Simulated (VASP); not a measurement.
SiSe4: single point with PBE

The system is SiSe4.

```
Si Se
1.0
    -3.15303    3.15303    3.15303
     3.15303   -3.15303    3.15303
     3.15303    3.15303   -3.15303
Si Se
1 4
Direct
  0.00000 0.00000 0.00000
  0.00000 0.00000 0.50000
  0.00000 0.50000 0.00000
  0.50000 0.00000 0.00000
  0.50000 0.50000 0.50000
```

The cell was generated, and may not be a known phase.

```yaml
Program: VASP 6.6.1
Task: single point
Functional: PBE
Potentials_or_basis: VASP PAW PBE potentials, release 64 (Si, Se)
Cutoff: 520 eV
k_mesh: 4 × 4 × 4
Occupations: gaussian, width 0.1 eV
Spin: no spin polarisation
Dipole_correction: no
Further_INCAR_settings: ALGO = Normal; EDIFF = 1e-06; NBANDS = 22
```

```
Pressure               : -4.0 GPa
Band gap on the k mesh : zero (bands 14 and 15 overlap by 2.34 eV)
```

Levels at points of the mesh, in eV from the Fermi level:
| k point | band 10 | band 11 | band 12 | band 13 | band 14 | band 15 | band 16 | band 17 |
| --- | --- | --- | --- | --- | --- | --- | --- | --- |
| (0.00, 0.00, 0.00) | -3.63 | -3.63 | 0.08 | 0.08 | 0.08 | 1.33 | 2.13 | 2.13 |
| (0.50, 0.00, 0.00) | -2.35 | -2.25 | -2.12 | -1.13 | -1.10 | 0.01 | 0.95 | 1.05 |
| (0.50, 0.50, 0.50) | -3.19 | 0.70 | 0.70 | 0.70 | 0.70 | 0.70 | 0.70 | 1.37 |

Wall time 16 s on 1 thread of AMD EPYC 9R45 96-Core Processor (Zen 5), with other jobs on the host, peak memory 0.21 GiB.

Caveat: the cell stands under tension.
